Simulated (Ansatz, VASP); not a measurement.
**Ga: VASP beside Ansatz**

```
Ga
1.0
     1.43245   -2.48669    0.00000
     1.43245    2.48669    0.00000
     0.00000    0.00000    2.72464
Ga
1
Cartesian
  1.4324 0.0000 0.0000
```

Alike in both runs: functional PBE; k mesh 22 × 22 × 20; occupations gaussian, width 0.1 eV; no spin polarisation.

Ansatz relaxed the structure, and its values are those at the end. VASP's run is a single point on that final structure, the one shown.

|  | VASP | Ansatz |
| --- | --- | --- |
| version | VASP 6.6.1 | Ansatz 0.2.0 |
| potentials or method | VASP PAW PBE potentials, release 64 (Ga_d), cutoff 520 eV | scalar-relativistic, plane waves, PAW |
| valence electrons in the cell | 13 | 13 |

```tsv
	VASP	Ansatz	Ansatz less VASP
gap on the k mesh at the Fermi level (eV)	none	none	-
pressure (GPa)	0.1	0.0	-0.14
```

A gap of «none» marks a metal or a gap that the smearing closes. With one functional, cell and mesh, what is left measures potentials, basis and numerics.
